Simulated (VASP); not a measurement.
A run of VASP 6.6.1 is set up as follows.

INCAR

```
PREC = Accurate
ENCUT = 520
EDIFF = 1E-6
ISMEAR = -1
SIGMA = 0.08
LREAL = False
LASPH = True
NELM = 60
ALGO = Normal
ISIF = 2
LWAVE = False
LCHARG = False
GGA = PE
NBANDS = 28
```

Contents of KPOINTS:

```
regular mesh
0
Gamma
  8 8 10
```

Contents of POSCAR:

```
Ge
1.0
    4.7218417839      0.0000000000      0.0000000000
   -2.3609208919      4.0892349375      0.0000000000
    0.0000000000      0.0000000000      2.6577268179
Ge
3
Direct
    0.0000000000      0.0000000000      0.0000000000
    0.3333333333      0.6666666667      0.5000000000
    0.6666666667      0.3333333333      0.5000000000
```

Potentials or basis: VASP PAW PBE potentials, release 64 (Ge_d).

Run with:

```console
$ cat potpaw_PBE.64/Ge_d/POTCAR > POTCAR
$ mpirun -np 1 vasp_std > vasp.out
```

(1) Predict the pressure.

(2) What does it give for the band gap on the k mesh?

Answers

(1) 10.8 GPa.

(2) zero (band 21 reaches 9.56 eV, above the bottom of band 22 at 4.17 eV).
